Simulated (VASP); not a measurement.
Set up this calculation in VASP 6.6.1, as the native input.

```
Task                   : relaxation of cell and atoms
Functional             : PBEsol
Potentials or basis    : VASP PAW PBE potentials, release 64 (Zn)
Cutoff                 : 600 eV
k mesh                 : 9 × 9 × 4
Occupations            : methfessel-paxton, width 0.05 eV
Spin                   : no spin polarisation
Dipole correction      : no
Further INCAR settings : ALGO = Normal; EDIFF = 1e-06; IBRION = 2; EDIFFG = -0.02; NSW = 80; ISIF = 3
```

The structure of Zn lies in POSCAR:

```
Zn
1.0
    2.6700000000      0.0000000000      0.0000000000
   -1.3350000000      2.3122880000      0.0000000000
    0.0000000000      0.0000000000      4.9660000000
Zn
2
Direct
    0.3333333333      0.6666666667      0.2500000000
    0.6666666667      0.3333333333      0.7500000000
```

These files were run (other wordings do the same):

INCAR

```
ALGO = Normal
EDIFF = 1E-6
EDIFFG = -0.02
ENCUT = 600
GGA = PS
IBRION = 2
ISIF = 3
ISMEAR = 1
LASPH = True
LCHARG = False
LREAL = False
LWAVE = False
NELM = 60
NSW = 80
PREC = Accurate
SIGMA = 0.05
```

KPOINTS

```
k-points
0
Gamma
  9 9 4
```

Potentials or basis: VASP PAW PBE potentials, release 64 (Zn).

Run with:

```sh
$ cat potpaw_PBE.64/Zn/POTCAR > POTCAR
$ mpirun -np 1 vasp_std > vasp.out
```

Results of the run:

```yaml
Relaxed_volume: 14.07 Å³/atom
Relaxed_cell: a = 2.665 Å, b = 2.665 Å, c = 4.574 Å, α = 90.00°, β = 90.00°, γ = 120.00°
Space_group_after_relaxing_to_0.05_Å: P6_3/mmc (No. 194)
Energy_gained_by_relaxing: 29.6 meV/atom
Ionic_steps: 15
Pressure_after_relaxing: -0.1 GPa
Band_gap_on_the_k_mesh: zero (band 12 reaches 4.65 eV, above the bottom of band 13 at 1.53 eV)
```

Caveat: the PAW data sets were made with another functional, which shifts forces and pressure a little.

Run time: 3.6 min on 1 thread of Intel Xeon 8259CL (shared host), peak memory 0.18 GiB.
